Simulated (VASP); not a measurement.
# MgO (P6_3/mmc) in VASP: notebook

The runs below take MgO through single point, with PBE.

All numbers are computed with VASP 6.6.1; they aren't measurements. Logs are shortened: lines on timing, memory, paths and dates and some standing lists are left out, and cuts for length are marked.

**1. The cell of the first run**

Symmetry: P6_3/mmc, No. 194, hexagonal system. The conventional cell has a = 3.521 Å, b = 3.521 Å, c = 4.451 Å, α = 90.00°, β = 90.00°, γ = 120.00°. Within 2.7 Å of Mg (site symmetry -6m2) lie 5 O at 2.03 to 2.23 Å. Within 2.7 Å of O (site symmetry -6m2) lie 5 Mg at 2.03 to 2.23 Å.

**2. Single point, PBE**

INCAR reads:

```
SYSTEM = MgO
PREC = Accurate
ENCUT = 520
EDIFF = 1E-6
ISMEAR = 0
SIGMA = 0.05
LREAL = .False.
LASPH = .True.
NELM = 60
ALGO = Normal
ISIF = 2
LWAVE = .False.
LCHARG = .False.
GGA = PE
NBANDS = 16
```

KPOINTS reads:

```
regular mesh
0
Gamma
  9 9 6
  0 0 0
```

POSCAR reads:

```
MgO
1.0
    3.5213164829      0.0000000000      0.0000000000
   -1.7606582415      3.0495495290      0.0000000000
    0.0000000000      0.0000000000      4.4514000000
Mg O
2 2
Direct
    0.6666666667      0.3333333333      0.7500000000
    0.3333333333      0.6666666667      0.2500000000
    0.6666666667      0.3333333333      0.2500000000
    0.3333333333      0.6666666667      0.7500000000
```

Potentials or basis: VASP PAW PBE potentials, release 64 (Mg, O).

Launch:

```sh
> cat potpaw_PBE.64/Mg/POTCAR potpaw_PBE.64/O/POTCAR > POTCAR
> mpirun -np 1 vasp_std > vasp.out
```

OUTCAR:

```text
SYSTEM = MgO
   PREC = Accurate
   ENCUT = 520
   EDIFF = 1E-6
   ISMEAR = 0
   LREAL = .False.
   LASPH = .True.
   NELM = 60
   ISIF = 2
   GGA = PE

 ion  position               nearest neighbor table
   1  0.667  0.333  0.750-   4 2.03   4 2.03   4 2.03   3 2.23   3 2.23   2 3.01   2 3.01   2 3.01
                             2 3.01   2 3.01   2 3.01
   2  0.333  0.667  0.250-   3 2.03   3 2.03   3 2.03   4 2.23   4 2.23   1 3.01   1 3.01   1 3.01
                             1 3.01   1 3.01   1 3.01
   3  0.667  0.333  0.250-   2 2.03   2 2.03   2 2.03   1 2.23   1 2.23
   4  0.333  0.667  0.750-   1 2.03   1 2.03   1 2.03   2 2.23   2 2.23

  LATTYP: Found a hexagonal cell.
 ALAT       =     3.5213164829
 C/A-ratio  =     1.2641294873

  Lattice vectors:

 A1 = (   3.5213164829,   0.0000000000,   0.0000000000)
 A2 = (  -1.7606582415,   3.0495495290,   0.0000000000)
 A3 = (   0.0000000000,   0.0000000000,   4.4514000000)

Analysis of symmetry for initial positions (statically):
=====================================================================
 Subroutine PRICEL returns:
 Original cell was already a primitive cell.

 Routine SETGRP: Setting up the symmetry group for a
 hexagonal supercell.

 Subroutine GETGRP returns: Found 24 space group operations
 (whereof 12 operations were pure point group operations)
 out of a pool of 24 trial point group operations.

The static configuration has the point symmetry D_3d.
 The point group associated with its full space group is D_6h.

Analysis of symmetry for dynamics (positions and initial velocities):
=====================================================================
 Subroutine PRICEL returns:
 Original cell was already a primitive cell.

 Routine SETGRP: Setting up the symmetry group for a
 hexagonal supercell.

 Subroutine GETGRP returns: Found 24 space group operations
 (whereof 12 operations were pure point group operations)
 out of a pool of 24 trial point group operations.

The dynamic configuration has the point symmetry D_3d.
 The point group associated with its full space group is D_6h.

 Subroutine INISYM returns: Found 24 space group operations
 (whereof 12 operations are pure point group operations),
 and found     1 'primitive' translations

----------------------------------------------------------------------------------------

                                     Primitive cell

  volume of cell :      47.8010

  direct lattice vectors                    reciprocal lattice vectors
     3.521316483  0.000000000  0.000000000     0.283984699  0.163958642  0.000000000
    -1.760658242  3.049549529  0.000000000     0.000000000  0.327917284  0.000000000
[... 96 lines left out ...]
   ISYM   =      2    0-nonsym 1-usesym 2-fastsym
   POTIM  = 0.5000    time-step for ionic-motion
   TEBEG  =    0.0;   TEEND  =   0.0 temperature during run
   PSTRESS=    0.0 pullay stress
   NELECT =      16.0000    total number of electrons
   NUPDOWN=      -1.0000    fix difference up-down
   EMIN   =  10.00;   EMAX   =-10.00  energy-range for DOS
   EFERMI =   0.00;   METHOD = LEGACY
   ISMEAR =     0;   SIGMA  =   0.05  broadening in eV -4-tet -1-fermi 0-gaus
   EFERMI_NEDOS =   21; number of points for ismear=-14 and -15
   IALGO  =     38    algorithm
   IMIX   =      4    mixing-type and parameters
     AMIX     =   0.40;   BMIX     =  1.00
     AMIX_MAG =   1.60;   BMIX_MAG =  1.00
  volume/ion in A,a.u.               =      11.95        80.64
  Fermi-wavevector in a.u.,A,eV,Ry     =   1.136673  2.148001 17.579087  1.292026
  Thomas-Fermi vector in A             =   2.273378
   LORBIT       =      0    0 simple, 1 ext, 2 COOP (PROOUT), +10 PAW based schemes
   GGA     = PE    functional components
   LHFCALC =     F    Hartree Fock is set to
   AEXX    =    0.0000 exact exchange contribution
   IVDW    =     0    specifies the selected vdW correction
   LEPSILON=     F    determine dielectric tensor
   LRPA    =     F    only Hartree local field effects (RPA)
 non-spin polarized calculation
 Gauss-broadening in eV      SIGMA  =   0.05
  energy-cutoff  :      520.00
  volume of cell :       47.80
 maximum number of plane-waves:      1319
 NGX is ok and might be reduce to    28

 number of electron      15.9999993 magnetization

 Free energy of the ion-electron system (eV)
  ---------------------------------------------------
  ext. energy  EPLUGINS =         0.00000000
  ---------------------------------------------------
  free energy    TOTEN  =       -23.59993861 eV

  energy without entropy =      -23.59993861  energy(sigma->0) =      -23.59993861

 E-fermi :   1.7951     XC(G=0):  -9.7226

 val. band max:        1.5654748949   @ k =   0.0000   0.0000   0.0000
 cond. band min:       4.5058649695   @ k =   0.0000   0.0000   0.0000
 fundamental gap:      2.9403900746
 Fermi energy:         1.7951396235

 k-point     1 :       0.0000    0.0000    0.0000
  band No.  band energies     occupation
      1     -15.0835      2.00000
      2     -13.9721      2.00000
      3      -1.9327      2.00000
      4      -0.0164      2.00000
      5      -0.0164      2.00000
      6       0.7278      2.00000
[... 433 lines left out ...]
      3      -1.6750      2.00000
      4      -1.1098      2.00000
      5      -1.1098      2.00000
      6       0.2781      2.00000
[... 8 lines left out ...]
     15      14.7489      0.00000
     16      17.2560      0.00000

 [... further k-points ...]

------------------------ aborting loop because EDIFF is reached ----------------------------------------

  FORCE on cell =-STRESS in cart. coord.  units (eV):
  Direction    XX          YY          ZZ          XY          YZ          ZX
  --------------------------------------------------------------------------------------
  -------------------------------------------------------------------------------------
  Total       -1.1686134     -1.1686134     -2.7643279      0.0000000      0.0000000      0.0000000
  in kB      -39.1691445    -39.1691445    -92.6537011      0.0000000      0.0000000      0.0000000
  external PRESSURE =     -56.9973300 kB  Pullay stress =       0.0000000 kB

 VOLUME and BASIS-vectors are now :
 -----------------------------------------------------------------------------
  energy-cutoff  :      520.00
  volume of cell :       47.80
      direct lattice vectors                 reciprocal lattice vectors
     3.521316483  0.000000000  0.000000000     0.283984699  0.163958642  0.000000000
    -1.760658242  3.049549529  0.000000000     0.000000000  0.327917284  0.000000000
     0.000000000  0.000000000  4.451400000     0.000000000  0.000000000  0.224648425

 POSITION                                       TOTAL-FORCE (eV/Angst)
 -----------------------------------------------------------------------------------
      1.76066      1.01652      3.33855        -0.000000      0.000000      0.000000
     -0.00000      2.03303      1.11285         0.000000     -0.000000      0.000000
      1.76066      1.01652      1.11285        -0.000000      0.000000      0.000000
     -0.00000      2.03303      3.33855         0.000000     -0.000000      0.000000
 -----------------------------------------------------------------------------------
    total drift:                                0.000000     -0.000000      0.000000

  FREE ENERGIE OF THE ION-ELECTRON SYSTEM (eV)
  ---------------------------------------------------
  free  energy   TOTEN  =       -23.5999386110 eV

  energy  without entropy=      -23.5999386110  energy(sigma->0) =      -23.59993861
```

OSZICAR:

```text
N       E                     dE             d eps       ncg     rms          rms(c)
DAV:   1     0.596791911242E+02    0.59679E+02   -0.75318E+03  1536   0.889E+02
DAV:   2    -0.234474777670E+02   -0.83127E+02   -0.75731E+02  2176   0.192E+02
DAV:   3    -0.275191154373E+02   -0.40716E+01   -0.40610E+01  1688   0.439E+01
DAV:   4    -0.275364095921E+02   -0.17294E-01   -0.17294E-01  1904   0.333E+00
DAV:   5    -0.275364977140E+02   -0.88122E-04   -0.88122E-04  1696   0.230E-01    0.111E+01
DAV:   6    -0.236742293713E+02    0.38623E+01   -0.10908E+01  1608   0.250E+01    0.382E+00
DAV:   7    -0.236155270729E+02    0.58702E-01   -0.17590E-01  1536   0.342E+00    0.214E+00
DAV:   8    -0.236019067031E+02    0.13620E-01   -0.10670E-01  1584   0.346E+00    0.545E-01
DAV:   9    -0.235989282493E+02    0.29785E-02   -0.65392E-03  1832   0.734E-01    0.119E-01
DAV:  10    -0.235999134512E+02   -0.98520E-03   -0.94744E-04  1536   0.212E-01    0.284E-02
DAV:  11    -0.235999403058E+02   -0.26855E-04   -0.33314E-05  1704   0.382E-02    0.221E-02
DAV:  12    -0.235999389146E+02    0.13912E-05   -0.10968E-05  1552   0.260E-02    0.432E-03
DAV:  13    -0.235999386110E+02    0.30361E-06   -0.87753E-07  1328   0.718E-03
   1 F= -.23599939E+02 E0= -.23599939E+02  d E =-.398896E-13
```

stdout:

```text
POSCAR found type information on POSCAR MgO
 POSCAR found :  2 types and       4 ions
 scaLAPACK will be used
 LDA part: xc-table for (Slater+PW92), standard interpolation
 POSCAR, INCAR and KPOINTS ok, starting setup
 FFT: planning ... GRIDC
 FFT: planning ... GRID_SOFT
 FFT: planning ... GRID
 WAVECAR not read
 entering main loop
```

Wall time 15 s (1 thread of Intel Xeon 6975P-C (Granite Rapids), shared host); peak memory 0.18 GiB.

What came out:

```yaml
Free_energy: -23.5999 eV
Pressure: -5.7 GPa
Band_gap_on_the_k_mesh: 2.94 eV, direct
```

Levels at points of the mesh, in eV from the valence-band top:
```
           k point  band 6  band 7  band 8  band 9  band 10  band 11
(0.00, 0.00, 0.00)   -0.84   -0.84    0.00    2.94     8.59    11.07
(0.00, 0.00, 0.50)   -1.22   -1.22   -1.22    5.89     5.89    12.63
```

**3. Single point, PBE**

This run uses another cell than the first one, of the same volume but with other edges.

INCAR reads:

```
PREC = Accurate
ENCUT = 520
EDIFF = 1E-6
ISMEAR = 0
SIGMA = 0.05
LREAL = False
LASPH = True
NELM = 100
ALGO = Normal
ISIF = 2
LWAVE = False
LCHARG = False
GGA = PE
NBANDS = 16
```

KPOINTS reads:

```
Automatic mesh
0
Gamma
  9 9 6
```

POSCAR reads:

```
MgO
1.0
    3.6622000000      0.0000000000      0.0000000000
   -1.8311000000      3.1715582337      0.0000000000
    0.0000000000      0.0000000000      4.1122000000
Mg O
2 2
Direct
    0.6666666667      0.3333333333      0.7500000000
    0.3333333333      0.6666666667      0.2500000000
    0.6666666667      0.3333333333      0.2500000000
    0.3333333333      0.6666666667      0.7500000000
```

Potentials or basis: VASP PAW PBE potentials, release 64 (Mg, O).

Launch:

```sh
> cat potpaw_PBE.64/Mg/POTCAR potpaw_PBE.64/O/POTCAR > POTCAR
> mpirun -np 1 vasp_std > vasp.out
```

It took 14 s on 1 thread of Intel Xeon 6975P-C (Granite Rapids), shared host; peak memory 0.18 GiB.

Results (log left out):

| Item | Value |
| --- | --- |
| Free energy | -23.5750 eV |
| Pressure | -4.6 GPa |
| Band gap on the k mesh | 3.14 eV, direct |

Stress tensor (GPa, compression positive):
```
-7.56  0.00  0.00
 0.00 -7.56  0.00
 0.00  0.00  1.35
```

Levels at points of the mesh, in eV from the valence-band top:
| k point | band 4 | band 5 | band 6 | band 7 | band 8 | band 9 | band 10 | band 11 | band 12 | band 13 |
| --- | --- | --- | --- | --- | --- | --- | --- | --- | --- | --- |
| (0.00, 0.00, 0.00) | -1.56 | -1.56 | -0.52 | -0.52 | 0.00 | 3.14 | 9.20 | 11.73 | 11.73 | 12.32 |
| (0.00, 0.00, 0.50) | -2.23 | -1.06 | -1.06 | -1.06 | -1.06 | 6.21 | 6.21 | 12.08 | 12.08 | 12.08 |
